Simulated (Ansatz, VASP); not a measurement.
## One calculation of Ti, two programs

File INCAR:

```
SYSTEM = Ti
PREC = Accurate ; ENCUT = 520
EDIFF = 1E-6 ; ISMEAR = 0
SIGMA = 0.15 ; LREAL = .False.
LASPH = .True. ; NELM = 80
ALGO = Fast ; ISIF = 2
LWAVE = .False. ; LCHARG = .True.
GGA = PE ; LELF = .True.
LVHAR = .True. ; NBANDS = 19
```

Contents of KPOINTS:

```
regular mesh
0
Gamma
  18 18 10
  0 0 0
```

POSCAR

```
Ti
1.0
    2.8614979246      0.0000000000      0.0000000000
   -1.4307489623      2.4781298956      0.0000000000
    0.0000000000      0.0000000000      4.5454200000
Ti
2
Direct
    0.3333333333      0.6666666667      0.2500000000
    0.6666666667      0.3333333333      0.7500000000
```

Input for Ansatz:

```yaml
crystal:
  lattice:
    - [2.8614979246, 0.0, 0.0]
    - [-1.4307489623, 2.4781298956, 0.0]
    - [0.0, 0.0, 4.54542]
  atoms:
    - { symbol: Ti, position: [0.3333333333, 0.6666666667, 0.25] }
    - { symbol: Ti, position: [0.6666666667, 0.3333333333, 0.75] }
basis:
  ecutwfc: 420
kpoints:
  mp_grid: { grid: [18, 18, 10] }
hamiltonian:
  xc: pbe
scf:
  occupations: { method: gaussian, width: 0.15 }
output:
  forces: true
  stress: true
  eigenvalues: true
```

Change from the starting cell: strain -0.030 along x and y, -0.030 along z, atoms carried along.

Alike in both runs: task single point; functional PBE; k mesh 18 × 18 × 10; occupations gaussian, width 0.15 eV; no spin polarisation.

|  | VASP | Ansatz |
| --- | --- | --- |
| version | VASP 6.6.1 | Ansatz 0.2.0 |
| potentials or method | VASP PAW PBE potentials, release 64 (Ti_sv), cutoff 520 eV | scalar-relativistic, plane waves, PAW |
| valence electrons in the cell | 24 | 24 |

```csv
,VASP,Ansatz,Ansatz less VASP
gap on the k mesh at the Fermi level (eV),none,none,-
pressure (GPa),9.1,9.8,+0.71
"traceless stress, the component that is largest in VASP (GPa)",-0.16,-0.16,-0.001
```

A gap of «none» marks a metal or a gap that the smearing closes. The functional is the same, so the differences come from potentials, cutoffs and numerics.
